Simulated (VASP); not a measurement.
# ZrH6Pb2 (Fm-3m) in VASP: further runs

ZrH6Pb2 is run at these levels: PBE; tasks: single point, relaxation of cell and atoms.

Program: VASP 6.6.1. These are calculated values, not measurements. Logs are shortened: lines on timing, memory, paths and dates and some standing lists are left out, and cuts for length are marked.

### Step 1. The cell of the first run

It takes space group Fm-3m (No. 225, cubic). The conventional cell has a = 7.738 Å, b = 7.738 Å, c = 7.738 Å, α = 90.00°, β = 90.00°, γ = 90.00°. Within 2.6 Å of Zr (site symmetry m-3m) lie 6 H at 1.99 Å. H (site symmetry 4mm) has 1 Zr at 1.99 Å within 2.6 Å. Within 3.6 Å of Pb (site symmetry -43m) lie 12 H at 2.74 Å and 4 Zr at 3.35 Å.

### Step 2. Single point, PBE

INCAR

```
SYSTEM = ZrH6Pb2
PREC     = Accurate       ! precision mode
ENCUT    = 520            ! plane-wave cutoff, eV
EDIFF    = 1E-6           ! SCF threshold, eV
ISMEAR   = 0              ! smearing method
SIGMA    = 0.1            ! smearing width, eV
LREAL    = .False.        ! projectors in reciprocal space
LASPH    = .True.         ! aspherical terms in the spheres
NELM     = 60             ! most SCF steps
ALGO     = Normal         ! electronic algorithm
ISIF     = 2              ! what is computed and relaxed
LWAVE    = .False.        ! write WAVECAR
LCHARG   = .False.        ! write CHGCAR
GGA      = PE             ! functional
NBANDS   = 33             ! bands
```

KPOINTS

```
Automatic mesh
0
Gamma
  4 4 4
  0 0 0
```

POSCAR

```
ZrH6Pb2
1.0
    0.0000000000      3.8687660169      3.8687660169
    3.8687660169      0.0000000000      3.8687660169
    3.8687660169      3.8687660169      0.0000000000
Zr H Pb
1 6 2
Direct
    0.0000000000      0.0000000000      0.0000000000
    0.7431325568      0.2568674432      0.2568674432
    0.2568674432      0.7431325568      0.2568674432
    0.2568674432      0.7431325568      0.7431325568
    0.7431325568      0.2568674432      0.7431325568
    0.2568674432      0.2568674432      0.7431325568
    0.7431325568      0.7431325568      0.2568674432
    0.2500000000      0.2500000000      0.2500000000
    0.7500000000      0.7500000000      0.7500000000
```

Potentials or basis: VASP PAW PBE potentials, release 64 (Zr_sv, H, Pb_d).

Launch:

```bash
$ cat potpaw_PBE.64/Zr_sv/POTCAR potpaw_PBE.64/H/POTCAR potpaw_PBE.64/Pb_d/POTCAR > POTCAR
$ mpirun -np 1 vasp_std > vasp.out
```

OUTCAR:

```text
SYSTEM = ZrH6Pb2
   PREC = Accurate
   ENCUT = 520
   EDIFF = 1E-6
   ISMEAR = 0
   LREAL = .False.
   LASPH = .True.
   NELM = 60
   ISIF = 2
   GGA = PE

 ion  position               nearest neighbor table
   1  0.000  0.000  0.000-   2 1.99   3 1.99   4 1.99   5 1.99   6 1.99   7 1.99   9 3.35   9 3.35
                             9 3.35   8 3.35   8 3.35   8 3.35   9 3.35   8 3.35
   2  0.743  0.257  0.257-   1 1.99
   3  0.257  0.743  0.257-   1 1.99
   4  0.257  0.743  0.743-   1 1.99
   5  0.743  0.257  0.743-   1 1.99
   6  0.257  0.257  0.743-   1 1.99
   7  0.743  0.743  0.257-   1 1.99
   8  0.250  0.250  0.250-   1 3.35   1 3.35   1 3.35   1 3.35   9 3.87   9 3.87   9 3.87   9 3.87
                             9 3.87   9 3.87
   9  0.750  0.750  0.750-   1 3.35   1 3.35   1 3.35   1 3.35   8 3.87   8 3.87   8 3.87   8 3.87
                             8 3.87   8 3.87

  LATTYP: Found a face centered cubic cell.
 ALAT       =     7.7375320338

  Lattice vectors:

 A1 = (   0.0000000000,   3.8687660169,   3.8687660169)
 A2 = (   3.8687660169,   0.0000000000,   3.8687660169)
 A3 = (   3.8687660169,   3.8687660169,   0.0000000000)

Analysis of symmetry for initial positions (statically):
=====================================================================
 Subroutine PRICEL returns:
 Original cell was already a primitive cell.

 Routine SETGRP: Setting up the symmetry group for a
 face centered cubic supercell.

 Subroutine GETGRP returns: Found 48 space group operations
 (whereof 48 operations were pure point group operations)
 out of a pool of 48 trial point group operations.

The static configuration has the point symmetry O_h .

Analysis of symmetry for dynamics (positions and initial velocities):
=====================================================================
 Subroutine PRICEL returns:
 Original cell was already a primitive cell.

 Routine SETGRP: Setting up the symmetry group for a
 face centered cubic supercell.

 Subroutine GETGRP returns: Found 48 space group operations
 (whereof 48 operations were pure point group operations)
 out of a pool of 48 trial point group operations.

The dynamic configuration has the point symmetry O_h .

 Subroutine INISYM returns: Found 48 space group operations
 (whereof 48 operations are pure point group operations),
 and found     1 'primitive' translations

----------------------------------------------------------------------------------------

[... 97 lines left out ...]
   POTIM  = 0.5000    time-step for ionic-motion
   TEBEG  =    0.0;   TEEND  =   0.0 temperature during run
   PSTRESS=    0.0 pullay stress
   NELECT =      46.0000    total number of electrons
   NUPDOWN=      -1.0000    fix difference up-down
   EMIN   =  10.00;   EMAX   =-10.00  energy-range for DOS
   EFERMI =   0.00;   METHOD = LEGACY
   ISMEAR =     0;   SIGMA  =   0.10  broadening in eV -4-tet -1-fermi 0-gaus
   EFERMI_NEDOS =   21; number of points for ismear=-14 and -15
   IALGO  =     38    algorithm
   IMIX   =      4    mixing-type and parameters
     AMIX     =   0.40;   BMIX     =  1.00
     AMIX_MAG =   1.60;   BMIX_MAG =  1.00
  volume/ion in A,a.u.               =      12.87        86.84
  Fermi-wavevector in a.u.,A,eV,Ry     =   1.203405  2.274105 19.703719  1.448182
  Thomas-Fermi vector in A             =   2.339159
   LORBIT       =      0    0 simple, 1 ext, 2 COOP (PROOUT), +10 PAW based schemes
   GGA     = PE    functional components
   LHFCALC =     F    Hartree Fock is set to
   AEXX    =    0.0000 exact exchange contribution
   IVDW    =     0    specifies the selected vdW correction
   LEPSILON=     F    determine dielectric tensor
   LRPA    =     F    only Hartree local field effects (RPA)
 non-spin polarized calculation
 Gauss-broadening in eV      SIGMA  =   0.10
  energy-cutoff  :      520.00
  volume of cell :      115.81
 maximum number of plane-waves:      3142
 NGX is ok and might be reduce to    42
   NGX = 21   NGY = 21   NGZ = 21

 number of electron      46.0000000 magnetization

 Free energy of the ion-electron system (eV)
  ---------------------------------------------------
  ext. energy  EPLUGINS =         0.00000000
  ---------------------------------------------------
  free energy    TOTEN  =       -33.93887700 eV

  energy without entropy =      -33.91523232  energy(sigma->0) =      -33.92705466

 E-fermi :   4.9797     XC(G=0):  -9.7997

 val. band max:        4.8715002149   @ k =   0.2500   0.2500   0.0000
 cond. band min:       5.0102635689   @ k =   0.5000   0.2500   0.0000
 fundamental gap:      0.1387633540
 Fermi energy:         4.9796759921

 k-point     1 :       0.0000    0.0000    0.0000
  band No.  band energies     occupation
      1     -43.6536      2.00000
      2     -21.7505      2.00000
      3     -21.7505      2.00000
      4     -21.7505      2.00000
      5     -11.9808      2.00000
      6     -11.9808      2.00000
[... 277 lines left out ...]
     32      10.7174      0.00000
     33      11.3954      0.00000

------------------------ aborting loop because EDIFF is reached ----------------------------------------

  FORCE on cell =-STRESS in cart. coord.  units (eV):
  Direction    XX          YY          ZZ          XY          YZ          ZX
  --------------------------------------------------------------------------------------
  -------------------------------------------------------------------------------------
  Total       -0.1158283     -0.1158283     -0.1158283      0.0000000     -0.0000000     -0.0000000
  in kB       -1.6024260     -1.6024260     -1.6024260      0.0000000     -0.0000000     -0.0000000
  external PRESSURE =      -1.6024260 kB  Pullay stress =       0.0000000 kB

 VOLUME and BASIS-vectors are now :
 -----------------------------------------------------------------------------
  energy-cutoff  :      520.00
  volume of cell :      115.81
      direct lattice vectors                 reciprocal lattice vectors
     0.000000000  3.868766017  3.868766017    -0.129240176  0.129240176  0.129240176
     3.868766017  0.000000000  3.868766017     0.129240176 -0.129240176  0.129240176
     3.868766017  3.868766017  0.000000000     0.129240176  0.129240176 -0.129240176

 POSITION                                       TOTAL-FORCE (eV/Angst)
 -----------------------------------------------------------------------------------
      0.00000      0.00000      0.00000         0.000000      0.000000      0.000000
      1.98752      3.86877      3.86877         0.012715      0.000000      0.000000
      3.86877      1.98752      3.86877         0.000000      0.012715      0.000000
      5.75001      3.86877      3.86877        -0.012715      0.000000      0.000000
      3.86877      5.75001      3.86877         0.000000     -0.012715      0.000000
      3.86877      3.86877      1.98752         0.000000      0.000000      0.012715
      3.86877      3.86877      5.75001         0.000000      0.000000     -0.012715
      1.93438      1.93438      1.93438         0.000000      0.000000      0.000000
      5.80315      5.80315      5.80315         0.000000      0.000000     -0.000000
 -----------------------------------------------------------------------------------
    total drift:                               -0.000000     -0.000000      0.000000

  FREE ENERGIE OF THE ION-ELECTRON SYSTEM (eV)
  ---------------------------------------------------
  free  energy   TOTEN  =       -33.9388769963 eV

  energy  without entropy=      -33.9152323241  energy(sigma->0) =      -33.92705466
```

stdout:

```text
POSCAR found type information on POSCAR ZrH Pb
 POSCAR found :  3 types and       9 ions
 scaLAPACK will be used
 LDA part: xc-table for (Slater+PW92), standard interpolation
 POSCAR, INCAR and KPOINTS ok, starting setup
 FFT: planning ... GRIDC
 FFT: planning ... GRID_SOFT
 FFT: planning ... GRID
 WAVECAR not read
 entering main loop
```

It took 20 s on 1 thread of Intel Xeon 6975P-C (Granite Rapids), shared host; peak memory 0.26 GiB.

What came out:

| Item | Value |
| --- | --- |
| Free energy | -33.9389 eV |
| Pressure | -0.2 GPa |
| Largest force | 0.013 eV/Å |
| Band gap on the k mesh | zero (band 23 reaches 5.48 eV, above the bottom of band 24 at 2.99 eV) |

Forces in eV/Å, atoms in the order of the input:
```
Zr   0.000  0.000  0.000
H    0.013  0.000  0.000
H    0.000  0.013  0.000
H   -0.013  0.000  0.000
H    0.000 -0.013  0.000
H    0.000  0.000  0.013
H    0.000  0.000 -0.013
Pb   0.000  0.000  0.000
Pb   0.000  0.000  0.000
```

Caveat: spin-orbit coupling is left out, which moves the levels of the heavy elements.

### Step 3. Relaxation of cell and atoms, PBE

This run uses another cell than the first one, of 13.14 Å³/atom, 1.021 times its volume.

INCAR

```
SYSTEM = ZrH6Pb2
ALGO = Normal
EDIFF = 1E-6
EDIFFG = -0.04
ENCUT = 600
GGA = PE
IBRION = 2
ISIF = 3
ISMEAR = 0
LASPH = .True.
LCHARG = .False.
LREAL = .False.
LWAVE = .False.
NELM = 100
NSW = 90
PREC = Accurate
SIGMA = 0.1
```

KPOINTS

```
k-points
0
Gamma
  4 4 4
  0 0 0
```

POSCAR

```
ZrH6Pb2
1.0
    0.0000000000      3.8961886700      3.8961886700
    3.8961886700      0.0000000000      3.8961886700
    3.8961886700      3.8961886700      0.0000000000
Zr H Pb
1 6 2
Direct
    0.0000000000      0.0000000000      0.0000000000
    0.7632200000      0.2367800000      0.2367800000
    0.2367800000      0.7632200000      0.2367800000
    0.2367800000      0.7632200000      0.7632200000
    0.7632200000      0.2367800000      0.7632200000
    0.2367800000      0.2367800000      0.7632200000
    0.7632200000      0.7632200000      0.2367800000
    0.2500000000      0.2500000000      0.2500000000
    0.7500000000      0.7500000000      0.7500000000
```

Potentials or basis: VASP PAW PBE potentials, release 64 (Zr_sv, H, Pb_d).

Launch:

```bash
$ cat potpaw_PBE.64/Zr_sv/POTCAR potpaw_PBE.64/H/POTCAR potpaw_PBE.64/Pb_d/POTCAR > POTCAR
$ mpirun -np 1 vasp_std > vasp.out
```

Run time: 2 min. Hardware: 1 thread of Intel Xeon 6975P-C (Granite Rapids), shared host; peak memory 0.34 GiB.

The run converged. Its results:

| Property | Result |
| --- | --- |
| Free energy | -33.9416 eV |
| Relaxed volume | 12.84 Å³/atom |
| Relaxed cell | a = 5.468 Å, b = 5.468 Å, c = 5.468 Å, α = 60.00°, β = 60.00°, γ = 60.00° |
| Space group after relaxing (to 0.05 Å) | Fm-3m (No. 225) |
| Energy gained by relaxing | 66.5 meV/atom |
| Ionic steps | 7 |
| Pressure after relaxing | -0.2 GPa |
| Largest force after relaxing | 0.029 eV/Å |
| Band gap on the k mesh | zero (band 23 reaches 5.50 eV, above the bottom of band 24 at 3.00 eV) |

Forces on the atoms (eV/Å):
```
Zr   0.000  0.000  0.000
H   -0.029  0.000  0.000
H    0.000 -0.029  0.000
H    0.029  0.000  0.000
H    0.000  0.029  0.000
H    0.000  0.000 -0.029
H    0.000  0.000  0.029
Pb   0.000  0.000  0.000
Pb   0.000  0.000  0.000
```

The path:
| step | energy change (eV) | largest force (eV/Å) | pressure (GPa) | volume (Å³) |
| --- | --- | --- | --- | --- |
| 1 | 0.0000 | 1.4460 | 5.17 | 118.29 |
| 2 | -0.4516 | 0.3700 | -1.32 | 125.70 |
| 3 | -0.4585 | 0.2461 | -2.06 | 126.76 |
| 4 | -0.5141 | 0.2087 | -1.56 | 123.91 |
| 5 | -0.5945 | 0.1012 | 0.36 | 115.79 |
| 6 | -0.5951 | 0.0899 | 0.59 | 114.97 |
| 7 | -0.5981 | 0.0291 | -0.16 | 115.59 |

Final structure:
```
Zr H Pb
1.0
     0.00000    3.86633    3.86633
     3.86633    0.00000    3.86633
     3.86633    3.86633    0.00000
Zr H Pb
1 6 2
Direct
  0.00000 0.00000 0.00000
  0.74233 0.25767 0.25767
  0.25767 0.74233 0.25767
  0.25767 0.74233 0.74233
  0.74233 0.25767 0.74233
  0.25767 0.25767 0.74233
  0.74233 0.74233 0.25767
  0.25000 0.25000 0.25000
  0.75000 0.75000 0.75000
```

Levels at points of the mesh, in eV from the Fermi level:
```
           k point  band 20  band 21  band 22  band 23  band 24  band 25  band 26  band 27
(0.00, 0.00, 0.00)    -2.01    -2.01    -2.00    -2.00    -2.00    -1.01     1.92     1.92
(0.50, 0.00, 0.00)    -3.26    -2.26    -2.26    -0.43    -0.43     2.17     2.17     2.20
(0.50, 0.50, 0.00)    -3.74    -2.97    -0.37     0.45     0.45     2.31     3.33     3.33
```

Caveat: spin-orbit coupling is left out, which moves the levels of the heavy elements.
